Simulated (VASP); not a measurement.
Runs of VASP 6.6.1 on TaN. The structure is that of space group P-62m (No. 189), or close to it. The cells are those of the table. 

```csv
cell,gap on the mesh (eV),pressure (GPa),largest force (eV/Å)
"a = 5.264, b = 5.264, c = 2.949 Å, angles 90.0, 90.0, 120.0°, 6 atoms",none,-14.6,0.16
"a = 5.090, b = 5.090, c = 2.852 Å, angles 90.0, 90.0, 120.0°, 6 atoms",none,20.0,0.28
"a = 5.161, b = 5.161, c = 2.891 Å, angles 90.0, 90.0, 120.0°, 6 atoms",none,3.9,0.09
"a = 5.298, b = 5.298, c = 2.968 Å, angles 90.0, 90.0, 120.0°, 6 atoms",none,(a),(b)
"a = 5.230, b = 5.230, c = 2.930 Å, angles 90.0, 90.0, 120.0°, 6 atoms",none,-9.1,0.09
```

Alike in all rows: task single point; level PBEsol; potentials or basis VASP PAW PBE potentials, release 64 (Ta_pv, N); no spin polarisation; k mesh 5 × 5 × 8; cutoff (eV) 520; smearing fermi-dirac 0.1 eV.

Problem. Fill in the values left out.

Solution. (a) -19.5; (b) 0.24.

Caveats: the PAW data sets were made with another functional, which shifts forces and pressure a little; spin-orbit coupling is left out, which moves the levels of the heavy elements.

A k mesh can miss the band edges, and the runs leave out spin-orbit coupling on Ta.

A gap of «none» marks levels without a gap at the run's occupations.
